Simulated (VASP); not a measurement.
# CaO (I4/mmm) in VASP: further runs

CaO is run at these levels: LDA; tasks: single point.

All numbers are computed with VASP 6.6.1; they aren't measurements. Logs are shortened: lines on timing, memory, paths and dates and some standing lists are left out, and cuts for length are marked.

## 1. The cell of the first run

The structure is tetragonal, space group I4/mmm (No. 139). Conventional cell: a = 3.463 Å, b = 3.463 Å, c = 4.825 Å, α = 90.00°, β = 90.00°, γ = 90.00°. Within 3.2 Å of Ca (site symmetry 4/mmm) lie 6 O at 2.41 to 2.45 Å. O (site symmetry 4/mmm) has 6 Ca at 2.41 to 2.45 Å within 3.2 Å.

## 2. Single point, LDA (strain +0.000 along x and y, -0.015 along z)

The input, INCAR:

```
SYSTEM = CaO
PREC = Accurate ; ENCUT = 520
EDIFF = 1E-7 ; ISMEAR = 0
SIGMA = 0.05 ; LREAL = .False.
LASPH = .True. ; NELM = 80
ALGO = Normal ; ISIF = 2
LWAVE = .False. ; LCHARG = .False.
NBANDS = 15
```

The input, KPOINTS:

```
Automatic mesh
0
Gamma
  8 8 8
  0 0 0
```

The input, POSCAR:

```
CaO
1.0
    0.0000000000      2.4490000000      2.4122650000
    2.4490000000      0.0000000000      2.4122650000
    2.4490000000      2.4490000000      0.0000000000
Ca O
1 1
Direct
    0.0000000000      0.0000000000      0.0000000000
    0.5000000000      0.5000000000      0.5000000000
```

Potentials or basis: VASP PAW LDA potentials, release 64 (Ca_sv, O).

The run is started by

```sh
> cat potpaw_LDA.64/Ca_sv/POTCAR potpaw_LDA.64/O/POTCAR > POTCAR
> mpirun -np 1 vasp_std > vasp.out
```

OUTCAR:

```text
SYSTEM = CaO
   PREC = Accurate
   ENCUT = 520
   EDIFF = 1E-7
   ISMEAR = 0
   LREAL = .False.
   LASPH = .True.
   NELM = 80
   ISIF = 2

 ion  position               nearest neighbor table
   1  0.000  0.000  0.000-   2 2.41   2 2.41   2 2.45   2 2.45   2 2.45   2 2.45
   2  0.500  0.500  0.500-   1 2.41   1 2.41   1 2.45   1 2.45   1 2.45   1 2.45

  LATTYP: Found a body centered tetragonal cell.
 ALAT       =     3.4634090143
 C/A-ratio  =     1.3930003589

  Lattice vectors:

 A1 = (   0.0000000000,  -2.4490000000,  -2.4122650000)
 A2 = (   0.0000000000,   2.4490000000,  -2.4122650000)
 A3 = (   2.4490000000,   0.0000000000,   2.4122650000)

Analysis of symmetry for initial positions (statically):
=====================================================================
 Subroutine PRICEL returns:
 Original cell was already a primitive cell.

 Routine SETGRP: Setting up the symmetry group for a
 body centered tetragonal supercell.

 Subroutine GETGRP returns: Found 16 space group operations
 (whereof 16 operations were pure point group operations)
 out of a pool of 16 trial point group operations.

The static configuration has the point symmetry D_4h.

Analysis of symmetry for dynamics (positions and initial velocities):
=====================================================================
 Subroutine PRICEL returns:
 Original cell was already a primitive cell.

 Routine SETGRP: Setting up the symmetry group for a
 body centered tetragonal supercell.

 Subroutine GETGRP returns: Found 16 space group operations
 (whereof 16 operations were pure point group operations)
 out of a pool of 16 trial point group operations.

The dynamic configuration has the point symmetry D_4h.

 Subroutine INISYM returns: Found 16 space group operations
 (whereof 16 operations are pure point group operations),
 and found     1 'primitive' translations

----------------------------------------------------------------------------------------

                                     Primitive cell

  volume of cell :      28.9356

  direct lattice vectors                    reciprocal lattice vectors
     0.000000000  2.449000000  2.412265000    -0.204164965  0.204164965  0.207274076
     2.449000000  0.000000000  2.412265000     0.204164965 -0.204164965  0.207274076
     2.449000000  2.449000000  0.000000000     0.204164965  0.204164965 -0.207274076

  length of vectors
     3.437531590  3.437531590  3.463409014     0.355428205  0.355428205  0.355428205

  position of ions in fractional coordinates (direct lattice)
     0.000000000  0.000000000  0.000000000
     0.500000000  0.500000000  0.500000000

[... 84 lines left out ...]
   POTIM  = 0.5000    time-step for ionic-motion
   TEBEG  =    0.0;   TEEND  =   0.0 temperature during run
   PSTRESS=    0.0 pullay stress
   NELECT =      16.0000    total number of electrons
   NUPDOWN=      -1.0000    fix difference up-down
   EMIN   =  10.00;   EMAX   =-10.00  energy-range for DOS
   EFERMI =   0.00;   METHOD = LEGACY
   ISMEAR =     0;   SIGMA  =   0.05  broadening in eV -4-tet -1-fermi 0-gaus
   EFERMI_NEDOS =   21; number of points for ismear=-14 and -15
   IALGO  =     38    algorithm
   IMIX   =      4    mixing-type and parameters
     AMIX     =   0.40;   BMIX     =  1.00
     AMIX_MAG =   1.60;   BMIX_MAG =  1.00
  volume/ion in A,a.u.               =      14.47        97.63
  Fermi-wavevector in a.u.,A,eV,Ry     =   1.343705  2.539234 24.565909  1.805543
  Thomas-Fermi vector in A             =   2.471758
   LORBIT       =      0    0 simple, 1 ext, 2 COOP (PROOUT), +10 PAW based schemes
   GGA     = CA    functional components
   LHFCALC =     F    Hartree Fock is set to
   AEXX    =    0.0000 exact exchange contribution
   IVDW    =     0    specifies the selected vdW correction
   LEPSILON=     F    determine dielectric tensor
   LRPA    =     F    only Hartree local field effects (RPA)
 non-spin polarized calculation
 Gauss-broadening in eV      SIGMA  =   0.05
  energy-cutoff  :      520.00
  volume of cell :       28.94
 maximum number of plane-waves:       797
 NGX is ok and might be reduce to    28
   NGX = 13   NGY = 13   NGZ = 13

 number of electron      16.0000004 magnetization

 Free energy of the ion-electron system (eV)
  ---------------------------------------------------
  ext. energy  EPLUGINS =         0.00000000
  ---------------------------------------------------
  free energy    TOTEN  =       -14.13190042 eV

  energy without entropy =      -14.13190042  energy(sigma->0) =      -14.13190042

 E-fermi :   2.1346     XC(G=0): -10.8269

 val. band max:        1.8015890944   @ k =   0.0000   0.0000   0.0000
 cond. band min:       5.2234929743   @ k =   0.5000   0.5000   0.0000
 fundamental gap:      3.4219038799
 Fermi energy:         2.1345732669

 k-point     1 :       0.0000    0.0000    0.0000
  band No.  band energies     occupation
      1     -35.4471      2.00000
      2     -16.5274      2.00000
      3     -16.5274      2.00000
      4     -16.5179      2.00000
      5     -13.3488      2.00000
      6       1.7685      2.00000
      7       1.7685      2.00000
      8       1.8016      2.00000
      9       6.0099      0.00000
     10       7.7573      0.00000
     11       7.7573      0.00000
     12       7.8573      0.00000
     13       9.2085      0.00000
     14       9.3529      0.00000
[... 401 lines left out ...]
      2     -17.2598      2.00000
      3     -16.6066      2.00000
      4     -16.5946      2.00000
      5     -12.5591      2.00000
      6      -0.2410      2.00000
      7       0.8376      2.00000
      8       1.0315      2.00000
      9       7.4543      0.00000
     10       8.9192      0.00000
     11       9.6121      0.00000
     12       9.7128      0.00000
     13      10.8359      0.00000
     14      11.5517      0.00000
     15      16.4235      0.00000

 [... further k-points ...]
[... 5 lines left out ...]
  --------------------------------------------------------------------------------------
  -------------------------------------------------------------------------------------
  Total       -1.9021538     -1.9021538     -1.5926420      0.0000000      0.0000000      0.0000000
  in kB     -105.3230998   -105.3230998    -88.1852960      0.0000000      0.0000000      0.0000000
  external PRESSURE =     -99.6104985 kB  Pullay stress =       0.0000000 kB

 VOLUME and BASIS-vectors are now :
 -----------------------------------------------------------------------------
  energy-cutoff  :      520.00
  volume of cell :       28.94
      direct lattice vectors                 reciprocal lattice vectors
     0.000000000  2.449000000  2.412265000    -0.204164965  0.204164965  0.207274076
     2.449000000  0.000000000  2.412265000     0.204164965 -0.204164965  0.207274076
     2.449000000  2.449000000  0.000000000     0.204164965  0.204164965 -0.207274076

 POSITION                                       TOTAL-FORCE (eV/Angst)
 -----------------------------------------------------------------------------------
      0.00000      0.00000      0.00000        -0.000000      0.000000      0.000000
      2.44900      2.44900      2.41227         0.000000      0.000000      0.000000
 -----------------------------------------------------------------------------------
    total drift:                                0.000000      0.000000      0.000000

  FREE ENERGIE OF THE ION-ELECTRON SYSTEM (eV)
  ---------------------------------------------------
  free  energy   TOTEN  =       -14.1319004186 eV

  energy  without entropy=      -14.1319004186  energy(sigma->0) =      -14.13190042
```

OSZICAR:

```text
N       E                     dE             d eps       ncg     rms          rms(c)
DAV:   1     0.121129868153E+03    0.12113E+03   -0.83917E+03  1778   0.109E+03
DAV:   2    -0.104539652438E+02   -0.13158E+03   -0.12248E+03  2218   0.284E+02
DAV:   3    -0.156980813029E+02   -0.52441E+01   -0.52076E+01  2113   0.590E+01
DAV:   4    -0.158306812216E+02   -0.13260E+00   -0.13253E+00  2522   0.853E+00
DAV:   5    -0.158322156543E+02   -0.15344E-02   -0.15344E-02  2079   0.792E-01    0.843E+00
DAV:   6    -0.142993859609E+02    0.15328E+01   -0.50966E+00  1946   0.214E+01    0.388E+00
DAV:   7    -0.141679020360E+02    0.13148E+00   -0.44392E-01  2015   0.673E+00    0.183E+00
DAV:   8    -0.141325114281E+02    0.35391E-01   -0.81601E-02  2190   0.298E+00    0.346E-01
DAV:   9    -0.141317889521E+02    0.72248E-03   -0.37499E-03  2010   0.471E-01    0.104E-01
DAV:  10    -0.141319209197E+02   -0.13197E-03   -0.24141E-04  2272   0.166E-01    0.484E-02
DAV:  11    -0.141319006910E+02    0.20229E-04   -0.27417E-05  2306   0.567E-02    0.611E-03
DAV:  12    -0.141319005936E+02    0.97401E-07   -0.39772E-06  2252   0.184E-02    0.483E-03
DAV:  13    -0.141319004353E+02    0.15833E-06   -0.35067E-07  2057   0.579E-03    0.112E-03
DAV:  14    -0.141319004186E+02    0.16633E-07   -0.27930E-08  1375   0.226E-03
   1 F= -.14131900E+02 E0= -.14131900E+02  d E =-.301750E-23
```

stdout:

```text
POSCAR found type information on POSCAR CaO
 POSCAR found :  2 types and       2 ions
 scaLAPACK will be used
 LDA part: xc-table for (Slater(with rela. corr.)+CA(PZ))
 , standard interpolation
 POSCAR, INCAR and KPOINTS ok, starting setup
 FFT: planning ... GRIDC
 FFT: planning ... GRID_SOFT
 FFT: planning ... GRID
 WAVECAR not read
 entering main loop
```

Wall time 19 s (1 thread of Intel Xeon Platinum 8488C (Sapphire Rapids), shared host); peak memory 0.16 GiB.

Results:

```yaml
Free_energy: -14.1319 eV
Pressure: -10.0 GPa
Band_gap_on_the_k_mesh: 3.42 eV, indirect (least direct gap 3.85 eV)
```

Levels at points of the mesh, in eV from the valence-band top:
```
           k point  band 6  band 7  band 8  band 9  band 10  band 11
(0.00, 0.00, 0.00)   -0.03   -0.03    0.00    4.21     5.96     5.96
(0.50, 0.00, 0.00)   -2.63   -1.17   -1.17    6.74     7.98     8.06
(0.50, 0.50, 0.00)   -1.29   -0.43   -0.43    3.42     7.70     8.62
(0.50, 0.00, 0.50)   -1.38   -0.41   -0.38    3.47     7.68     8.63
```

Caveat: the cell differs from its parent crystal (strain +0.000 along x and y, -0.015 along z). A k mesh can miss the band edges.

## 3. Single point, LDA (strain -0.015 along x and y, +0.015 along z)

The input, INCAR:

```
SYSTEM = CaO
PREC     = Accurate       ! precision mode
ENCUT    = 520            ! plane-wave cutoff, eV
EDIFF    = 1E-6           ! SCF threshold, eV
ISMEAR   = 0              ! smearing method
SIGMA    = 0.05           ! smearing width, eV
LREAL    = .FALSE.        ! projectors in reciprocal space
LASPH    = .TRUE.         ! aspherical terms in the spheres
NELM     = 60             ! most SCF steps
ALGO     = Normal         ! electronic algorithm
ISIF     = 2              ! what is computed and relaxed
LWAVE    = .FALSE.        ! write WAVECAR
LCHARG   = .FALSE.        ! write CHGCAR
NBANDS   = 15             ! bands
```

The input, KPOINTS:

```
regular mesh
0
G
  8 8 8
  0 0 0
```

The input, POSCAR:

```
CaO
1.0
    0.0000000000      2.4122650000      2.4857350000
    2.4122650000      0.0000000000      2.4857350000
    2.4122650000      2.4122650000      0.0000000000
Ca O
1 1
Direct
    0.0000000000      0.0000000000      0.0000000000
    0.5000000000      0.5000000000      0.5000000000
```

Potentials or basis: VASP PAW LDA potentials, release 64 (Ca_sv, O).

The run is started by

```sh
> cat potpaw_LDA.64/Ca_sv/POTCAR potpaw_LDA.64/O/POTCAR > POTCAR
> mpirun -np 1 vasp_std > vasp.out
```

Wall time 17 s (1 thread of Intel Xeon Platinum 8488C (Sapphire Rapids), shared host); peak memory 0.15 GiB.

Results (log left out):

| Property | Result |
| --- | --- |
| Free energy | -14.1282 eV |
| Pressure | -9.8 GPa |
| Band gap on the k mesh | 3.43 eV, indirect (least direct gap 3.83 eV) |

Stress tensor (GPa, compression positive):
```
 -8.75   0.00   0.00
  0.00  -8.75   0.00
  0.00   0.00 -11.85
```

Levels at points of the mesh, in eV from the valence-band top:
```csv
k point,band 6,band 7,band 8,band 9,band 10,band 11
"(0.00, 0.00, 0.00)",-0.06,0.00,0.00,4.19,5.86,6.06
"(0.50, 0.00, 0.00)",-2.63,-1.18,-1.18,6.75,7.98,8.06
"(0.50, 0.50, 0.00)",-1.45,-0.35,-0.35,3.52,7.68,8.63
"(0.50, 0.00, 0.50)",-1.29,-0.45,-0.40,3.43,7.68,8.65
```

Caveat: the cell differs from its parent crystal (strain -0.015 along x and y, +0.015 along z). A k mesh can miss the band edges.

## 4. Single point, LDA (strain +0.000 along x and y, +0.030 along z)

The input, INCAR:

```
SYSTEM = CaO
PREC = Accurate ; ENCUT = 520
EDIFF = 1E-6 ; ISMEAR = 0
SIGMA = 0.05 ; LREAL = .False.
LASPH = .True. ; NELM = 60
ALGO = Normal ; ISIF = 2
LWAVE = .False. ; LCHARG = .False.
GGA = CA ; NBANDS = 15
```

The input, KPOINTS:

```
regular mesh
0
Gamma
  8 8 8
  0 0 0
```

The input, POSCAR:

```
CaO
1.0
    0.0000000000      2.4490000000      2.5224700000
    2.4490000000      0.0000000000      2.5224700000
    2.4490000000      2.4490000000      0.0000000000
Ca O
1 1
Direct
    0.0000000000      0.0000000000      0.0000000000
    0.5000000000      0.5000000000      0.5000000000
```

The run is started by

```sh
> cat potpaw_LDA.64/Ca_sv/POTCAR potpaw_LDA.64/O/POTCAR > POTCAR
> mpirun -np 1 vasp_std > vasp.out
```

It took 18 s on 1 thread of Intel Xeon Platinum 8488C (Sapphire Rapids), shared host; peak memory 0.16 GiB.

Results (log left out):

* Free energy: -14.0339 eV
* Pressure: -13.1 GPa
* Band gap on the k mesh: 3.44 eV, indirect (least direct gap 3.85 eV)

Stress tensor (GPa, compression positive):
```
-12.40   0.00   0.00
  0.00 -12.40   0.00
  0.00   0.00 -14.54
```

Levels at points of the mesh, in eV from the valence-band top:
```
           k point  band 4  band 5  band 6  band 7  band 8  band 9  band 10  band 11  band 12  band 13
(0.00, 0.00, 0.00)  -18.52  -15.06   -0.05    0.00    0.00    3.87     5.76     5.95     5.95     7.20
(0.50, 0.00, 0.00)  -18.56  -14.12   -2.53   -1.09   -1.09    6.55     7.66     7.83     7.84     9.57
(0.50, 0.50, 0.00)  -18.69  -14.82   -1.44   -0.36   -0.36    3.53     7.36     8.38     8.94     8.94
(0.50, 0.00, 0.50)  -18.72  -14.81   -1.30   -0.44   -0.41    3.44     7.37     8.39     8.85     9.05
```

Caveat: the cell differs from its parent crystal (strain +0.000 along x and y, +0.030 along z). A k mesh can miss the band edges.

## 5. Single point, LDA (strain +0.000 along x and y, +0.015 along z)

The input, INCAR:

```
ALGO = Normal
EDIFF = 1E-6
ENCUT = 520
GGA = CA
ISIF = 2
ISMEAR = 0
LASPH = T
LCHARG = F
LREAL = F
LWAVE = F
NBANDS = 15
NELM = 60
PREC = Accurate
SIGMA = 0.05
```

The input, KPOINTS:

```
k-points
0
Gamma
  8 8 8
```

The input, POSCAR:

```
CaO
1.0
    0.0000000000      2.4490000000      2.4857350000
    2.4490000000      0.0000000000      2.4857350000
    2.4490000000      2.4490000000      0.0000000000
Ca O
1 1
Direct
    0.0000000000      0.0000000000      0.0000000000
    0.5000000000      0.5000000000      0.5000000000
```

The run is started by

```sh
> cat potpaw_LDA.64/Ca_sv/POTCAR potpaw_LDA.64/O/POTCAR > POTCAR
> mpirun -np 1 vasp_std > vasp.out
```

It took 17 s on 1 thread of Intel Xeon Platinum 8488C (Sapphire Rapids), shared host; peak memory 0.15 GiB.

It converged, with:

```yaml
Free_energy: -14.0716 eV
Pressure: -12.2 GPa
Band_gap_on_the_k_mesh: 3.46 eV, indirect (least direct gap 3.86 eV)
```

Stress tensor (GPa, compression positive):
```
-11.82   0.00   0.00
  0.00 -11.82   0.00
  0.00   0.00 -13.08
```

Levels at points of the mesh, in eV from the valence-band top:
| k point | band 5 | band 6 | band 7 | band 8 | band 9 | band 10 | band 11 | band 12 |
| --- | --- | --- | --- | --- | --- | --- | --- | --- |
| (0.00, 0.00, 0.00) | -15.08 | -0.03 | 0.00 | 0.00 | 4.00 | 5.86 | 5.96 | 5.96 |
| (0.50, 0.00, 0.00) | -14.10 | -2.55 | -1.11 | -1.11 | 6.62 | 7.78 | 7.91 | 7.92 |
| (0.50, 0.50, 0.00) | -14.83 | -1.39 | -0.37 | -0.37 | 3.50 | 7.48 | 8.47 | 9.05 |
| (0.50, 0.00, 0.50) | -14.83 | -1.32 | -0.42 | -0.40 | 3.46 | 7.48 | 8.47 | 9.00 |

Caveat: the cell differs from its parent crystal (strain +0.000 along x and y, +0.015 along z). A k mesh can miss the band edges.

## 6. Single point, LDA (strain +0.015 along x and y, +0.000 along z)

The input, INCAR:

```
SYSTEM = CaO
ALGO     = Normal         ! electronic algorithm
EDIFF    = 1E-6           ! SCF threshold, eV
ENCUT    = 520            ! plane-wave cutoff, eV
ISIF     = 2              ! what is computed and relaxed
ISMEAR   = 0              ! smearing method
LASPH    = .True.         ! aspherical terms in the spheres
LCHARG   = .False.        ! write CHGCAR
LREAL    = .False.        ! projectors in reciprocal space
LWAVE    = .False.        ! write WAVECAR
NBANDS   = 15             ! bands
NELM     = 100            ! most SCF steps
PREC     = Accurate       ! precision mode
SIGMA    = 0.05           ! smearing width, eV
```

The input, KPOINTS:

```
k-points
0
Gamma
  8 8 8
  0 0 0
```

The input, POSCAR:

```
CaO
1.0
    0.0000000000      2.4857350000      2.4490000000
    2.4857350000      0.0000000000      2.4490000000
    2.4857350000      2.4857350000      0.0000000000
Ca O
1 1
Direct
    0.0000000000      0.0000000000      0.0000000000
    0.5000000000      0.5000000000      0.5000000000
```

Potentials or basis: VASP PAW LDA potentials, release 64 (Ca_sv, O).

The run is started by

```sh
> cat potpaw_LDA.64/Ca_sv/POTCAR potpaw_LDA.64/O/POTCAR > POTCAR
> mpirun -np 1 vasp_std > vasp.out
```

Run time: 18 s. Hardware: 1 thread of Intel Xeon Platinum 8488C (Sapphire Rapids), shared host; peak memory 0.16 GiB.

The run converged. Its results:

| Quantity | Value |
| --- | --- |
| Free energy | -14.0363 eV |
| Pressure | -13.2 GPa |
| Band gap on the k mesh | 3.44 eV, indirect (least direct gap 3.87 eV) |

Stress tensor (GPa, compression positive):
```
-13.65   0.00   0.00
  0.00 -13.65   0.00
  0.00   0.00 -12.45
```

Levels at points of the mesh, in eV from the valence-band top:
| k point | band 5 | band 6 | band 7 | band 8 | band 9 | band 10 | band 11 | band 12 |
| --- | --- | --- | --- | --- | --- | --- | --- | --- |
| (0.00, 0.00, 0.00) | -15.06 | -0.03 | -0.03 | 0.00 | 3.88 | 5.85 | 5.85 | 5.94 |
| (0.50, 0.00, 0.00) | -14.13 | -2.53 | -1.09 | -1.09 | 6.54 | 7.66 | 7.82 | 7.83 |
| (0.50, 0.50, 0.00) | -14.81 | -1.30 | -0.43 | -0.43 | 3.44 | 7.38 | 8.37 | 8.95 |
| (0.50, 0.00, 0.50) | -14.81 | -1.38 | -0.40 | -0.39 | 3.48 | 7.36 | 8.38 | 8.89 |

Caveat: the cell differs from its parent crystal (strain +0.015 along x and y, +0.000 along z).

## 7. The runs side by side

```tsv
cell	gap on the mesh (eV)	pressure (GPa)
a = 3.438, b = 3.438, c = 3.463 Å, angles 59.8, 59.8, 60.5°, 2 atoms	3.42	-10.0
a = 3.464, b = 3.464, c = 3.411 Å, angles 60.5, 60.5, 59.0°, 2 atoms	3.43	-9.8
a = 3.516, b = 3.516, c = 3.463 Å, angles 60.5, 60.5, 59.0°, 2 atoms	3.44	-13.1
a = 3.489, b = 3.489, c = 3.463 Å, angles 60.2, 60.2, 59.5°, 2 atoms	3.46	-12.2
a = 3.489, b = 3.489, c = 3.515 Å, angles 59.8, 59.8, 60.5°, 2 atoms	3.44	-13.2
```

Alike in all rows: task single point; level LDA; potentials or basis VASP PAW LDA potentials, release 64 (Ca_sv, O); no spin polarisation; k mesh 8 × 8 × 8; cutoff (eV) 520; smearing gaussian 0.05 eV.

Absolute energies hang on the potentials; compare differences alone.
